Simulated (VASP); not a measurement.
Wanted: the native input for a VASP 6.6.1 run.

| Item | Value |
| --- | --- |
| Task | single point |
| Functional | r2SCAN |
| Potentials or basis | VASP PAW PBE potentials, release 64 (Ge_d) |
| Cutoff | 520 eV |
| k mesh | 12 × 12 × 12 |
| Occupations | gaussian, width 0.02 eV |
| Spin | no spin polarisation |
| Dipole correction | no |
| Further INCAR settings | ALGO = Normal; EDIFF = 1e-07; NBANDS = 21 |

The system is Ge.

```
CELL_PARAMETERS angstrom
0.00000 2.80884 2.80884
2.80884 0.00000 2.80884
2.80884 2.80884 0.00000
ATOMIC_POSITIONS crystal
Ge 0.00000 0.00000 0.00000
Ge 0.25000 0.25000 0.25000
```

The input as run:

POSCAR

```
Ge
1.0
    0.0000000000      2.8088405347      2.8088405347
    2.8088405347      0.0000000000      2.8088405347
    2.8088405347      2.8088405347      0.0000000000
Ge
2
Direct
    0.0000000000      0.0000000000      0.0000000000
    0.2500000000      0.2500000000      0.2500000000
```

INCAR.step1

```
  ALGO = Normal
  EDIFF = 1E-4
  ENCUT = 520
  GGA = PE
  ISMEAR = 0
  LASPH = T
  LCHARG = F
  LREAL = F
  LWAVE = T
  NBANDS = 21
  NELM = 60
  PREC = Accurate
  SIGMA = 0.02
```

INCAR.step2

```
  ALGO = Normal
  EDIFF = 1E-7
  ENCUT = 520
  ISIF = 2
  ISMEAR = 0
  ISTART = 1
  LASPH = T
  LCHARG = F
  LMIXTAU = T
  LREAL = F
  LWAVE = F
  METAGGA = R2SCAN
  NBANDS = 21
  NELM = 60
  PREC = Accurate
  SIGMA = 0.02
```

KPOINTS

```
k-points
0
Gamma
  12 12 12
```

Potentials or basis: VASP PAW PBE potentials, release 64 (Ge_d).

Command:

```bash
$ cat potpaw_PBE.64/Ge_d/POTCAR > POTCAR
$ cp INCAR.step1 INCAR
$ mpirun -np 1 vasp_std > vasp.out
$ cp INCAR.step2 INCAR
$ mpirun -np 1 vasp_std > vasp.out
```

It gave:

```yaml
Pressure: 2.4 GPa
Band_gap_on_the_k_mesh: 0.52 eV (least direct gap 0.61 eV)
```

Caveat: the PAW data sets were made with another functional, which shifts forces and pressure a little.

It took 8.3 min on 1 thread of AMD EPYC 7R43 64-Core Processor (Zen 3) (shared host), peak memory 0.16 GiB.
